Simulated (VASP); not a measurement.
# C (Cmme) in VASP: further runs, part 2 of 2

VASP 6.6.1. The steps go on from the part before.

## Step 6: Single point, PBEsol

This run uses another cell than the first one, of 10.69 Å³/atom, 1.169 times its volume.

Contents of INCAR:

```
PREC = Accurate ; ENCUT = 520
EDIFF = 1E-6 ; ISMEAR = 0
SIGMA = 0.15 ; LREAL = False
LASPH = True ; NELM = 60
ALGO = Normal ; ISIF = 2
LWAVE = False ; LCHARG = False
GGA = PS ; NBANDS = 16
```

Contents of KPOINTS:

```
regular mesh
0
Gamma
  21 21 6
```

Contents of POSCAR:

```
C
1.0
    1.2945821205     -2.1826811528      0.0000000000
    1.2945821205      2.1826811528      0.0000000000
    0.0000000000      0.0000000000      7.5635426899
C
4
Direct
    0.0833216498      0.9166783502      0.7498439858
    0.5833216498      0.4166783502      0.2501560142
    0.9166783502      0.0833216498      0.2501560142
    0.4166783502      0.5833216498      0.7498439858
```

Potentials or basis: VASP PAW PBE potentials, release 64 (C).

On the command line:

```bash
$ cat potpaw_PBE.64/C/POTCAR > POTCAR
$ mpirun -np 1 vasp_std > vasp.out
```

OUTCAR:

```text
PREC = Accurate
   ENCUT = 520
   EDIFF = 1E-6
   ISMEAR = 0
   LREAL = False
   LASPH = True
   NELM = 60
   ISIF = 2
   GGA = PS

 ion  position               nearest neighbor table
   1  0.083  0.917  0.750-   4 1.46   4 1.48   4 1.48
   2  0.583  0.417  0.250-   3 1.46   3 1.48   3 1.48
   3  0.917  0.083  0.250-   2 1.46   2 1.48   2 1.48
   4  0.417  0.583  0.750-   1 1.46   1 1.48   1 1.48

  LATTYP: Found a base centered orthorhombic cell.
 ALAT       =     2.5891642410
 B/A-ratio  =     1.6860121256
 C/A-ratio  =     2.9212293952

  Lattice vectors:

 A1 = (   1.2945821205,  -2.1826811528,   0.0000000000)
 A2 = (   1.2945821205,   2.1826811528,   0.0000000000)
 A3 = (   0.0000000000,   0.0000000000,   7.5635426899)

Analysis of symmetry for initial positions (statically):
=====================================================================
 Subroutine PRICEL returns:
 Original cell was already a primitive cell.

 Routine SETGRP: Setting up the symmetry group for a
 base centered orthorhombic supercell.

[... 168 lines left out ...]
  free energy    TOTEN  =       -38.18574111 eV

  energy without entropy =      -38.18497841  energy(sigma->0) =      -38.18535976

 E-fermi :   2.9728     XC(G=0):  -9.5066

 val. band max:        2.9334063207   @ k =   0.3333   0.3333   0.3333
 cond. band min:       2.9782456974   @ k =   0.3333   0.3333   0.1667
 fundamental gap:      0.0448393768
 Fermi energy:         2.9728024057

 k-point     1 :       0.0000    0.0000    0.0000
  band No.  band energies     occupation
      1     -15.6744      2.00000
      2     -15.5526      2.00000
      3      -4.4534      2.00000
      4      -3.3526      2.00000
      5      -0.0361      2.00000
      6      -0.0231      2.00000
[... 433 lines left out ...]
      3      -6.9309      2.00000
      4      -6.8761      2.00000
      5      -2.6618      2.00000
      6      -2.6527      2.00000
[... 8 lines left out ...]
     15      16.0678      0.00000
     16      17.1122      0.00000

 [... further k-points ...]
[... 5 lines left out ...]
  --------------------------------------------------------------------------------------
  -------------------------------------------------------------------------------------
  Total      -11.7495436     -7.0395736     -0.0384107      0.0000000      0.0000000      0.0000000
  in kB     -440.4092377   -263.8649924     -1.4397527      0.0000000      0.0000000      0.0000000
  external PRESSURE =    -235.2379943 kB  Pullay stress =       0.0000000 kB

 VOLUME and BASIS-vectors are now :
 -----------------------------------------------------------------------------
  energy-cutoff  :      520.00
  volume of cell :       42.74
      direct lattice vectors                 reciprocal lattice vectors
     1.294582121 -2.182681153  0.000000000     0.386225016 -0.229076061  0.000000000
     1.294582121  2.182681153  0.000000000     0.386225016  0.229076061  0.000000000
     0.000000000  0.000000000  7.563542690     0.000000000  0.000000000  0.132213176

 POSITION                                       TOTAL-FORCE (eV/Angst)
 -----------------------------------------------------------------------------------
      1.29458      1.81895      5.67148         0.000000      0.109111      0.000094
      1.29458     -0.36373      1.89207         0.000000      0.109111     -0.000094
      1.29458     -1.81895      1.89207         0.000000     -0.109111     -0.000094
      1.29458      0.36373      5.67148         0.000000     -0.109111      0.000094
 -----------------------------------------------------------------------------------
    total drift:                                0.000000      0.000000     -0.000000

  FREE ENERGIE OF THE ION-ELECTRON SYSTEM (eV)
  ---------------------------------------------------
  free  energy   TOTEN  =       -38.1857411088 eV

  energy  without entropy=      -38.1849784052  energy(sigma->0) =      -38.18535976
```

OSZICAR:

```text
N       E                     dE             d eps       ncg     rms          rms(c)
DAV:   1     0.358680139033E+02    0.35868E+02   -0.76373E+03 15520   0.900E+02
DAV:   2    -0.366655010251E+02   -0.72534E+02   -0.66024E+02 21952   0.183E+02
DAV:   3    -0.398467896868E+02   -0.31813E+01   -0.31609E+01 20096   0.367E+01
DAV:   4    -0.398797435566E+02   -0.32954E-01   -0.32925E-01 20232   0.439E+00
DAV:   5    -0.398803510299E+02   -0.60747E-03   -0.60739E-03 19576   0.573E-01    0.783E+00
DAV:   6    -0.386034944693E+02    0.12769E+01   -0.88321E-01 18568   0.562E+00    0.455E+00
DAV:   7    -0.381805810224E+02    0.42291E+00   -0.11018E+00 19424   0.637E+00    0.105E+00
DAV:   8    -0.381859104799E+02   -0.53295E-02   -0.48005E-02 18656   0.129E+00    0.151E-01
DAV:   9    -0.381854576647E+02    0.45282E-03   -0.11315E-03 19936   0.223E-01    0.746E-02
DAV:  10    -0.381857372345E+02   -0.27957E-03   -0.55185E-04 16680   0.132E-01    0.512E-02
DAV:  11    -0.381857387872E+02   -0.15526E-05   -0.16495E-05 20232   0.268E-02    0.112E-02
DAV:  12    -0.381857409505E+02   -0.21633E-05   -0.21781E-06 17064   0.101E-02    0.115E-03
DAV:  13    -0.381857411088E+02   -0.15838E-06   -0.22599E-07 15856   0.333E-03
   1 F= -.38185741E+02 E0= -.38185360E+02  d E =-.762704E-03
```

stdout:

```text
POSCAR found type information on POSCAR C
 POSCAR found :  1 types and       4 ions
 scaLAPACK will be used
 -----------------------------------------------------------------------------
|                                                                             |
|                                                                             |
|     You enforced a specific xc type in the INCAR file but a different       |
|     I HOPE YOU KNOW WHAT YOU ARE DOING!                                     |
|                                                                             |
 -----------------------------------------------------------------------------

 LDA part: xc-table for (Slater+PW92), standard interpolation
 POSCAR, INCAR and KPOINTS ok, starting setup
 FFT: planning ... GRIDC
 FFT: planning ... GRID_SOFT
 FFT: planning ... GRID
 WAVECAR not read
 entering main loop
```

Wall time 3.7 min (1 thread of Intel Xeon 6975P-C, shared host); peak memory 0.33 GiB.

What came out:

```
Free energy            : -38.1857 eV
Pressure               : -23.5 GPa
Largest force          : 0.109 eV/Å
Band gap on the k mesh : 0.04 eV
```

Forces in eV/Å, atoms in the order of the input:
```
C    0.000  0.109  0.000
C    0.000  0.109  0.000
C    0.000 -0.109  0.000
C    0.000 -0.109  0.000
```

Caveat: the PAW data sets were made with another functional, which shifts forces and pressure a little; this functional lacks dispersion, which binds the layers, so the pressure and a relaxed spacing across them are unreliable.

## Step 7: Summary

```tsv
cell	gap on the mesh (eV)	pressure (GPa)	largest force (eV/Å)
a = 2.409, b = 2.409, c = 7.180 Å, angles 90.0, 90.0, 118.7°, 4 atoms	0.06	12.5	0.46
a = 2.401, b = 2.401, c = 7.053 Å, angles 90.0, 90.0, 115.9°, 4 atoms	0.04	6.5	1.34
a = 2.492, b = 2.492, c = 7.374 Å, angles 90.0, 90.0, 117.3°, 4 atoms	0.13	-16.7	0.41
a = 2.514, b = 2.514, c = 7.641 Å, angles 90.0, 90.0, 122.6°, 4 atoms	0.28	-4.8	0.47
a = 2.538, b = 2.538, c = 7.564 Å, angles 90.0, 90.0, 118.7°, 4 atoms	0.04	-23.5	0.11
```

Alike in all rows: task single point; level PBEsol; potentials or basis VASP PAW PBE potentials, release 64 (C); no spin polarisation; k mesh 21 × 21 × 6; cutoff (eV) 520; smearing gaussian 0.15 eV.

Caveats: the PAW data sets were made with another functional, which shifts forces and pressure a little; this functional lacks dispersion, which binds the layers, so the pressure and a relaxed spacing across them are unreliable.

Absolute energies hang on the potentials; compare differences alone.
